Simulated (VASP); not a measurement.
NiSb (Breithauptite): single point with PBEsol

NiSb (Breithauptite):

```
CELL_PARAMETERS angstrom
3.92800 0.00000 0.00000
-1.96400 3.40175 0.00000
0.00000 0.00000 5.06880
ATOMIC_POSITIONS crystal
Sb 0.66667 0.33333 0.75000
Sb 0.33333 0.66667 0.25000
Ni 0.00000 0.00000 0.50000
Ni 0.00000 0.00000 0.00000
```

```
Program             : VASP 6.6.1
Task                : single point
Functional          : PBEsol
Potentials or basis : VASP PAW PBE potentials, release 64 (Sb, Ni)
Cutoff              : 520 eV
k mesh              : 7 × 7 × 5
Occupations         : fermi-dirac, width 0.05 eV
Spin                : collinear spin, ferromagnetic start
Starting moments    : [0.0, 0.0, 1.0, 1.0] μB
```

| Property | Result |
| --- | --- |
| Pressure | -0.6 GPa |
| Band gap on the k mesh | zero (filled and empty bands overlap) |
| Net moment | 0.00 μB per cell |
| Valence electrons inside the program's atomic spheres | Sb 2.43; Ni 9.43 |

Stress tensor (GPa, compression positive):
```
-0.82  0.00  0.00
 0.00 -0.82  0.00
 0.00  0.00 -0.15
```

Levels at points of the mesh, in eV from the Fermi level:
Spin up:
```tsv
k point	band 12	band 13	band 14	band 15	band 16	band 17	band 18	band 19
(0.00, 0.00, 0.00)	-1.32	0.02	0.55	0.55	2.47	2.47	3.04	4.12
```
Spin down:
| k point | band 13 | band 14 | band 15 | band 16 | band 17 | band 18 |
| --- | --- | --- | --- | --- | --- | --- |
| (0.00, 0.00, 0.00) | 0.02 | 0.55 | 0.55 | 2.47 | 2.47 | 3.04 |

Run time: 54 s on 1 thread of AMD EPYC 9R45 96-Core Processor (Zen 5), on a shared host, peak memory 0.21 GiB.

Caveat: the PAW data sets were made with another functional, which shifts forces and pressure a little; spin-orbit coupling is left out, which moves the levels of the heavy elements.
